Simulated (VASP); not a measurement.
A run of VASP 6.6.1:

File INCAR:

```
PREC = Accurate
ENCUT = 560
EDIFF = 1E-7
ISMEAR = 0
SIGMA = 0.1
LREAL = False
LASPH = True
NELM = 120
ALGO = Normal
ISIF = 3
LWAVE = False
LCHARG = False
GGA = PE
IBRION = 2
NSW = 90
EDIFFG = -0.04
GGA_COMPAT = False
NELMIN = 4
```

Contents of KPOINTS:

```
Automatic mesh
0
Gamma
  6 6 2
```

File POSCAR:

```
Ru
1.0
    2.9165352059      0.0000000000      0.0000000000
   -1.4582676030      2.5257935793      0.0000000000
    0.0000000000      0.0000000000      8.0175237190
Ru
4
Direct
    0.0000000000      0.0000000000      0.0000000000
    0.0000000000      0.0000000000      0.5000000000
    0.3333333333      0.6666666667      0.0050000000
    0.6666666667      0.3333333333      0.5050000000
```

Potentials or basis: VASP PAW PBE potentials, release 64 (Ru_sv).

Launch:

```sh
$ cat potpaw_PBE.64/Ru_sv/POTCAR > POTCAR
$ mpirun -np 1 vasp_std > vasp.out
```

Hardware: 1 thread of AMD EPYC 7R43 64-Core Processor (Zen 3), with other jobs on the host.

Problem. Estimate the wall time of this run.

Solution. Wall time 22 min on 1 thread of AMD EPYC 7R43 64-Core Processor (Zen 3), on a shared host, peak memory 0.16 GiB. Counts: scf iterations 362, k points 14, ion steps 29.
